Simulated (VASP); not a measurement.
Write the native input for VASP 6.6.1 that does the following.

```
Task                   : single point
Functional             : PBE
Potentials or basis    : VASP PAW PBE potentials, release 64 (Au)
Cutoff                 : 520 eV
k mesh                 : 20 × 20 × 20
Occupations            : gaussian, width 0.1 eV
Spin                   : no spin polarisation
Dipole correction      : no
Further INCAR settings : ALGO = Normal; EDIFF = 1e-06; NBANDS = 12
```

The structure of Au lies in POSCAR:

```
Au
1.0
    2.7484102408      0.0000000000      0.0000000000
    0.0000000000      2.7484102408      0.0000000000
    0.0000000000      0.0000000000      2.7484102408
Au
1
Direct
    0.5000000000      0.5000000000      0.5000000000
```

One way to write it, as run:

INCAR

```
SYSTEM = Au
PREC = Accurate
ENCUT = 520
EDIFF = 1E-6
ISMEAR = 0
SIGMA = 0.1
LREAL = .FALSE.
LASPH = .TRUE.
NELM = 60
ALGO = Normal
ISIF = 2
LWAVE = .FALSE.
LCHARG = .FALSE.
GGA = PE
NBANDS = 12
```

KPOINTS

```
regular mesh
0
G
  20 20 20
  0 0 0
```

Potentials or basis: VASP PAW PBE potentials, release 64 (Au).

Launch:

```bash
$ cat potpaw_PBE.64/Au/POTCAR > POTCAR
$ mpirun -np 1 vasp_std > vasp.out
```

Results of the run:

| Quantity | Value |
| --- | --- |
| Pressure | -0.2 GPa |

Run time: 14 s on 1 thread of Intel(R) Xeon(R) 6975P-C (Granite Rapids) (shared host), peak memory 0.18 GiB.
